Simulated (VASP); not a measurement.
A run of VASP 6.6.1 is set up as follows.

Contents of INCAR:

```
PREC = Accurate ; ENCUT = 520
EDIFF = 1E-6 ; ISMEAR = 0
SIGMA = 0.1 ; LREAL = F
LASPH = T ; NELM = 100
ALGO = Normal ; ISIF = 2
LWAVE = F ; LCHARG = F
GGA = PE ; NBANDS = 24
```

KPOINTS

```
Automatic mesh
0
Gamma
  6 6 4
```

Contents of POSCAR:

```
Zr2B3
1.0
    4.5023111763      0.0000000035      0.0000000000
   -2.2511555912      3.8991158526      0.0000000000
    0.0000000000      0.0000000000      4.7080093125
Zr B
2 3
Direct
    0.3333333333      0.6666666667      0.5000000000
    0.6666666667      0.3333333333      0.5000000000
    0.0000000000      0.0000000000      0.6678723527
    0.0000000000      0.0000000000      0.3321276473
    0.0000000000      0.0000000000      0.0000000000
```

Potentials or basis: VASP PAW PBE potentials, release 64 (Zr_sv, B).

Command:

```sh
$ cat potpaw_PBE.64/Zr_sv/POTCAR potpaw_PBE.64/B/POTCAR > POTCAR
$ mpirun -np 1 vasp_std > vasp.out
```

**Question.** What does it give for the pressure?

**Answer.** 0.2 GPa.

**Question.** Estimate the band gap on the k mesh.

**Answer.** Zero (an odd number of electrons rules out a gap without spin polarisation).

**Question.** Estimate the largest force.

**Answer.** 0.004 eV/Å.

Forces on the atoms (eV/Å):
```
Zr   0.000  0.000  0.000
Zr   0.000  0.000  0.000
B    0.000  0.000  0.004
B    0.000  0.000 -0.004
B    0.000  0.000  0.000
```
